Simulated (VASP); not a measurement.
# BaS (I4/mmm) in VASP: a series of runs

Aim: see how the results for BaS move with the level of theory and the settings. Levels: PBE, r2SCAN. Tasks: single point.

Program: VASP 6.6.1. These are calculated values, not measurements. Logs are shortened: lines on timing, memory, paths and dates and some standing lists are left out, and cuts for length are marked.

### 1 The cell of the first run

It takes space group I4/mmm (No. 139, tetragonal). Conventional cell: a = 4.542 Å, b = 4.542 Å, c = 6.183 Å, α = 90.00°, β = 90.00°, γ = 90.00°. Within 4.1 Å of Ba (site symmetry 4/mmm) lie 6 S at 3.09 to 3.21 Å. S (site symmetry 4/mmm) has 6 Ba at 3.09 to 3.21 Å within 4.1 Å.

### 2 Single point, PBE (uniaxial x strain -3.8%)

File INCAR:

```
SYSTEM = BaS
PREC = Accurate
ENCUT = 520
EDIFF = 1E-7
ISMEAR = -1
SIGMA = 0.02
LREAL = .False.
LASPH = .True.
NELM = 100
ALGO = Normal
ISIF = 2
LWAVE = .False.
LCHARG = .True.
GGA = PE
LELF = .True.
LVHAR = .True.
NBANDS = 15
```

File KPOINTS:

```
regular mesh
0
Gamma
  8 8 8
  0 0 0
```

File POSCAR:

```
BaS
1.0
    0.0000000000      3.2117958702      3.2117958702
    3.0913535251      0.0000000000      3.2117958702
    3.0913535251      3.2117958702      0.0000000000
Ba S
1 1
Direct
    0.0000000000      0.0000000000      0.0000000000
    0.5000000000      0.5000000000      0.5000000000
```

Potentials or basis: VASP PAW PBE potentials, release 64 (Ba_sv, S).

Started as:

```sh
$ cat potpaw_PBE.64/Ba_sv/POTCAR potpaw_PBE.64/S/POTCAR > POTCAR
$ mpirun -np 1 vasp_std > vasp.out
```

OUTCAR:

```text
SYSTEM = BaS
   PREC = Accurate
   ENCUT = 520
   EDIFF = 1E-7
   ISMEAR = -1
   LREAL = .False.
   LASPH = .True.
   NELM = 100
   ISIF = 2
   GGA = PE

 ion  position               nearest neighbor table
   1  0.000  0.000  0.000-   2 3.09   2 3.09   2 3.21   2 3.21   2 3.21   2 3.21
   2  0.500  0.500  0.500-   1 3.09   1 3.09   1 3.21   1 3.21   1 3.21   1 3.21

  LATTYP: Found a body centered tetragonal cell.
 ALAT       =     4.5421652792
 C/A-ratio  =     1.3611805538

  Lattice vectors:

 A1 = (  -3.0913535251,   0.0000000000,  -3.2117958702)
 A2 = (  -3.0913535251,   0.0000000000,   3.2117958702)
 A3 = (   3.0913535251,   3.2117958702,   0.0000000000)

Analysis of symmetry for initial positions (statically):
=====================================================================
 Subroutine PRICEL returns:
 Original cell was already a primitive cell.

 Routine SETGRP: Setting up the symmetry group for a
 body centered tetragonal supercell.

 Subroutine GETGRP returns: Found 16 space group operations
 (whereof 16 operations were pure point group operations)
 out of a pool of 16 trial point group operations.

The static configuration has the point symmetry D_4h.

Analysis of symmetry for dynamics (positions and initial velocities):
=====================================================================
 Subroutine PRICEL returns:
 Original cell was already a primitive cell.

 Routine SETGRP: Setting up the symmetry group for a
 body centered tetragonal supercell.

 Subroutine GETGRP returns: Found 16 space group operations
 (whereof 16 operations were pure point group operations)
 out of a pool of 16 trial point group operations.

The dynamic configuration has the point symmetry D_4h.

 Subroutine INISYM returns: Found 16 space group operations
 (whereof 16 operations are pure point group operations),
 and found     1 'primitive' translations

----------------------------------------------------------------------------------------

                                     Primitive cell

  volume of cell :      63.7785

  direct lattice vectors                    reciprocal lattice vectors
     0.000000000  3.211795870  3.211795870    -0.161741449  0.155676145  0.155676145
     3.091353525  0.000000000  3.211795870     0.161741449 -0.155676145  0.155676145
     3.091353525  3.211795870  0.000000000     0.161741449  0.155676145 -0.155676145

  length of vectors
     4.542165279  4.457813290  4.457813290     0.273185689  0.273185689  0.273185689

  position of ions in fractional coordinates (direct lattice)
     0.000000000  0.000000000  0.000000000
     0.500000000  0.500000000  0.500000000

  ion indices of the primitive-cell ions
   primitive index   ion index
                 1           1
                 2           2

----------------------------------------------------------------------------------------

 KPOINTS: regular mesh

Automatic generation of k-mesh.
 Grid dimensions read from file:
 generate k-points for:    8    8    8

 Generating k-lattice:

  Cartesian coordinates                     Fractional coordinates (reciprocal lattice)
    -0.020217681  0.019459518  0.019459518     0.125000000  0.000000000  0.000000000
     0.020217681 -0.019459518  0.019459518     0.000000000  0.125000000  0.000000000
     0.020217681  0.019459518 -0.019459518     0.000000000  0.000000000  0.125000000

  Length of vectors
     0.034148211  0.034148211  0.034148211

  Shift w.r.t. Gamma in fractional coordinates (k-lattice)
     0.000000000  0.000000000  0.000000000

 Subroutine IBZKPT returns following result:
 ===========================================

 Found     59 irreducible k-points:

 Following reciprocal coordinates:
            Coordinates               Weight
  0.000000  0.000000  0.000000      1.000000
  0.125000  0.000000  0.000000      8.000000
  0.250000  0.000000  0.000000      8.000000
  0.375000  0.000000  0.000000      8.000000
  0.500000  0.000000  0.000000      4.000000
  0.125000  0.125000  0.000000      4.000000
[... 16 lines left out ...]
  0.250000  0.125000  0.125000      4.000000
  0.375000  0.125000  0.125000      8.000000
 [... further k-points ...]
   k-points           NKPTS =     59   k-points in BZ     NKDIM =     59   number of bands    NBANDS=     15
   number of dos      NEDOS =    301   number of ions     NIONS =      2
   total plane-waves  NPLWV =  46656
   dimension x,y,z NGX =    36 NGY =   36 NGZ =   36
   dimension x,y,z NGXF=    72 NGYF=   72 NGZF=   72
   ions per type =               1   1
   NGX,Y,Z   is equivalent  to a cutoff of  13.18, 13.43, 13.43 a.u.
   NGXF,Y,Z  is equivalent  to a cutoff of  26.35, 26.85, 26.85 a.u.
 SYSTEM =  BaS
   PREC   = accura    normal or accurate (medium, high low for compatibility)
   ISTART =      0    job   : 0-new  1-cont  2-samecut
   ICHARG =      2    charge: 1-file 2-atom 10-const
   ISPIN  =      1    spin polarized calculation?
   LNONCOLLINEAR =      F non collinear calculations
   LSORBIT =      F    spin-orbit coupling
   LASPH  =      T    aspherical Exc in radial PAW
   ENCUT  =  520.0 eV  38.22 Ry    6.18 a.u.   8.45  8.29  8.29*2*pi/ulx,y,z
   NELM   =    100;   NELMIN=  2; NELMDL= -5     # of ELM steps
   EDIFF  = 0.1E-06   stopping-criterion for ELM
   LREAL  =      F    real-space projection
   EDIFFG = 0.1E-05   stopping-criterion for IOM
   NSW    =      0    number of steps for IOM
   IBRION =     -1    ionic relax: 0-MD 1-quasi-New 2-CG
   NFREE  =      0    steps in history (QN), initial steepest desc. (CG)
   ISIF   =      2    stress and relaxation
   ISYM   =      2    0-nonsym 1-usesym 2-fastsym
   POTIM  = 0.5000    time-step for ionic-motion
   TEBEG  =    0.0;   TEEND  =   0.0 temperature during run
   PSTRESS=    0.0 pullay stress
   NELECT =      16.0000    total number of electrons
   NUPDOWN=      -1.0000    fix difference up-down
   EMIN   =  10.00;   EMAX   =-10.00  energy-range for DOS
   EFERMI =   0.00;   METHOD = LEGACY
   ISMEAR =    -1;   SIGMA  =   0.02  broadening in eV -4-tet -1-fermi 0-gaus
   EFERMI_NEDOS =   21; number of points for ismear=-14 and -15
   IALGO  =     38    algorithm
   IMIX   =      4    mixing-type and parameters
     AMIX     =   0.40;   BMIX     =  1.00
     AMIX_MAG =   1.60;   BMIX_MAG =  1.00
  volume/ion in A,a.u.               =      31.89       215.20
  Fermi-wavevector in a.u.,A,eV,Ry     =   1.032500  1.951142 14.504570  1.066056
  Thomas-Fermi vector in A             =   2.166701
   LORBIT       =      0    0 simple, 1 ext, 2 COOP (PROOUT), +10 PAW based schemes
   GGA     = PE    functional components
   LHFCALC =     F    Hartree Fock is set to
   AEXX    =    0.0000 exact exchange contribution
   IVDW    =     0    specifies the selected vdW correction
   LEPSILON=     F    determine dielectric tensor
   LRPA    =     F    only Hartree local field effects (RPA)
 non-spin polarized calculation
  energy-cutoff  :      520.00
  volume of cell :       63.78
 maximum number of plane-waves:      1747
 NGX is ok and might be reduce to    36
   NGX = 17   NGY = 17   NGZ = 17

 number of electron      15.9999999 magnetization

 Free energy of the ion-electron system (eV)
  ---------------------------------------------------
  ext. energy  EPLUGINS =         0.00000000
  ---------------------------------------------------
  free energy    TOTEN  =       -10.14798269 eV

  energy without entropy =      -10.14798269  energy(sigma->0) =      -10.14798269

 E-fermi :   2.0318     XC(G=0):  -8.7123

 val. band max:        1.6693419594   @ k =   0.0000   0.0000   0.0000
 cond. band min:       3.6168527996   @ k =   0.0000   0.5000   0.5000
 fundamental gap:      1.9475108402
 Fermi energy:         2.0317642709

 k-point     1 :       0.0000    0.0000    0.0000
  band No.  band energies     occupation
      1     -24.4369      2.00000
      2      -9.5006      2.00000
      3      -9.4886      2.00000
      4      -9.4886      2.00000
      5      -8.8302      2.00000
      6       1.5207      2.00000
      7       1.5207      2.00000
      8       1.6693      2.00000
      9       5.2006      0.00000
     10       5.3499      0.00000
     11       5.3499      0.00000
     12       5.6234      0.00000
     13       6.2698      0.00000
     14       6.5863      0.00000
     15      10.3458      0.00000

 k-point     2 :       0.1250    0.0000    0.0000
  band No.  band energies     occupation
      1     -24.4296      2.00000
      2      -9.8456      2.00000
      3      -9.4988      2.00000
      4      -9.4977      2.00000
      5      -8.4635      2.00000
      6       1.1409      2.00000
      7       1.3112      2.00000
      8       1.3973      2.00000
      9       5.4183      0.00000
     10       5.6033      0.00000
     11       5.7541      0.00000
     12       5.8296      0.00000
     13       6.7211      0.00000
     14       7.0916      0.00000
     15      10.9856      0.00000

 k-point     3 :       0.2500    0.0000    0.0000
  band No.  band energies     occupation
      1     -24.4119      2.00000
      2     -10.3083      2.00000
      3      -9.5193      2.00000
      4      -9.5068      2.00000
      5      -7.9621      2.00000
      6       0.3937      2.00000
      7       0.8982      2.00000
      8       0.9267      2.00000
      9       5.6879      0.00000
     10       6.3073      0.00000
     11       6.3964      0.00000
     12       6.9873      0.00000
     13       7.8563      0.00000
     14       8.3237      0.00000
     15      12.2626      0.00000
[... 343 lines left out ...]
 k-point    23 :       0.2500    0.1250    0.1250
  band No.  band energies     occupation
      1     -24.4196      2.00000
      2     -10.0476      2.00000
      3      -9.5680      2.00000
      4      -9.4955      2.00000
      5      -8.2336      2.00000
      6       0.6142      2.00000
      7       0.9688      2.00000
      8       1.5115      2.00000
      9       5.3601      0.00000
     10       5.7321      0.00000
     11       6.3885      0.00000
     12       6.6385      0.00000
     13       7.2391      0.00000
     14       7.7240      0.00000
     15      11.8357      0.00000

 k-point    24 :       0.3750    0.1250    0.1250
  band No.  band energies     occupation
      1     -24.4020      2.00000
      2     -10.3632      2.00000
      3      -9.6063      2.00000
      4      -9.5175      2.00000
      5      -7.9093      2.00000
      6       0.1116      2.00000
      7       0.6486      2.00000
      8       1.1908      2.00000
      9       5.6566      0.00000
     10       6.3391      0.00000
     11       7.2848      0.00000
     12       7.5018      0.00000
     13       8.2321      0.00000
     14       9.0931      0.00000
     15      11.6667      0.00000

 [... further k-points ...]
[... 5 lines left out ...]
  --------------------------------------------------------------------------------------
  -------------------------------------------------------------------------------------
  Total        2.1344020      0.5360112      0.5360112      0.0000000      0.0000000     -0.0000000
  in kB       53.6182035     13.4651093     13.4651093      0.0000000      0.0000000     -0.0000000
  external PRESSURE =      26.8494740 kB  Pullay stress =       0.0000000 kB

 VOLUME and BASIS-vectors are now :
 -----------------------------------------------------------------------------
  energy-cutoff  :      520.00
  volume of cell :       63.78
      direct lattice vectors                 reciprocal lattice vectors
     0.000000000  3.211795870  3.211795870    -0.161741449  0.155676145  0.155676145
     3.091353525  0.000000000  3.211795870     0.161741449 -0.155676145  0.155676145
     3.091353525  3.211795870  0.000000000     0.161741449  0.155676145 -0.155676145

 POSITION                                       TOTAL-FORCE (eV/Angst)
 -----------------------------------------------------------------------------------
      0.00000      0.00000      0.00000         0.000000     -0.000000      0.000000
      3.09135      3.21180      3.21180         0.000000      0.000000     -0.000000
 -----------------------------------------------------------------------------------
    total drift:                                0.000000      0.000000      0.000000

  FREE ENERGIE OF THE ION-ELECTRON SYSTEM (eV)
  ---------------------------------------------------
  free  energy   TOTEN  =       -10.1479826865 eV

  energy  without entropy=      -10.1479826865  energy(sigma->0) =      -10.14798269
```

Wall time 24 s (1 thread of Intel Xeon Platinum 8559C (Emerald Rapids), shared host); peak memory 0.24 GiB.

What came out:

* Free energy: -10.1480 eV
* Pressure: 2.7 GPa
* Band gap on the k mesh: 1.95 eV, indirect (least direct gap 2.09 eV)

Caveat: the cell differs from its parent crystal (uniaxial x strain -3.8%); spin-orbit coupling is left out, which moves the levels of the heavy elements.

(Part 1 of 2 ends here.)
